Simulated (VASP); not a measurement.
Runs of VASP 6.6.1 on MgTe. The structure is that of space group P6_3mc (No. 186), or close to it. The cells are those of the table. 

| task | level | cell | k mesh | cutoff (eV) | grid for exact exchange (PRECFOCK) | share of exact exchange | screening parameter | gap on the mesh (eV) | pressure (GPa) |
| --- | --- | --- | --- | --- | --- | --- | --- | --- | --- |
| dielectric tensor | r2SCAN | a = 4.440, b = 4.440, c = 7.231 Å, angles 90.0, 90.0, 120.0°, 4 atoms | 6 × 6 × 4 | 580 | - | - | - | 3.60 | - |
| single point | HSE06 | a = 4.715, b = 4.715, c = 7.679 Å, angles 90.0, 90.0, 120.0°, 4 atoms | 6 × 6 × 2 | 520 | Normal | 0.25 | 0.2079 1/Å | 2.80 | -2.9 |
| single point | HSE06 | a = 4.532, b = 4.532, c = 7.381 Å, angles 90.0, 90.0, 120.0°, 4 atoms | 6 × 6 × 2 | 520 | Normal | 0.25 | 0.2079 1/Å | 3.35 | (a) |
| single point | HSE06 | a = 4.440, b = 4.440, c = 7.231 Å, angles 90.0, 90.0, 120.0°, 4 atoms | 6 × 6 × 2 | 520 | Normal | 0.25 | 0.2079 1/Å | (b) | 3.8 |

Alike in all rows: no spin polarisation; smearing gaussian 0.01 eV.

Problem. Fill in the values left out.

Solution. (a) 0.9; (b) 3.66.

Caveats: some runs use coarse meshes; the structure was generated, so it needn't be the stable form of MgTe; the PAW data sets were made with another functional, which shifts forces and pressure a little; spin-orbit coupling is left out, which moves the levels of the heavy elements.

A k mesh can miss the band edges, and the runs leave out spin-orbit coupling on Te.
